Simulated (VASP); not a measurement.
SiC, 4 atoms in the cell. Symmetry: P6_3mc, No. 186, hexagonal system. Conventional cell: a = 3.013 Å, b = 3.013 Å, c = 4.945 Å, α = 90.00°, β = 90.00°, γ = 120.00°. Within 2.4 Å of Si (site symmetry 3m) lie 4 C at 1.83 to 1.90 Å. C (site symmetry 3m) has 4 Si at 1.83 to 1.90 Å within 2.4 Å.  This cell differs from its parent crystal: volume scaled by 0.94.

```yaml
Program: VASP 6.6.1
Task: electric field gradients
Functional: PBE
Potentials_or_basis: VASP PAW PBE potentials, release 64 (Si, C)
Cutoff: 520 eV
k_mesh: 15 × 15 × 8
Occupations: fermi-dirac, width 0.08 eV
Spin: no spin polarisation
Dipole_correction: no
Further_INCAR_settings: ALGO = Normal; EDIFF = 1e-08; NBANDS = 16
```

Potentials or basis: VASP PAW PBE potentials, release 64 (Si, C).

Launch:

```sh
$ cat potpaw_PBE.64/Si/POTCAR potpaw_PBE.64/C/POTCAR > POTCAR
$ mpirun -np 1 vasp_std > vasp.out
```

Hardware: 1 thread of Intel(R) Xeon(R) Platinum 8488C (Sapphire Rapids), with other jobs on the host.

Question: How long does it take, and how much memory?

Answer: It took 63 s on 1 thread of Intel(R) Xeon(R) Platinum 8488C (Sapphire Rapids) (shared host), peak memory 0.2 GiB. Counts: scf iterations 15, k points 135.
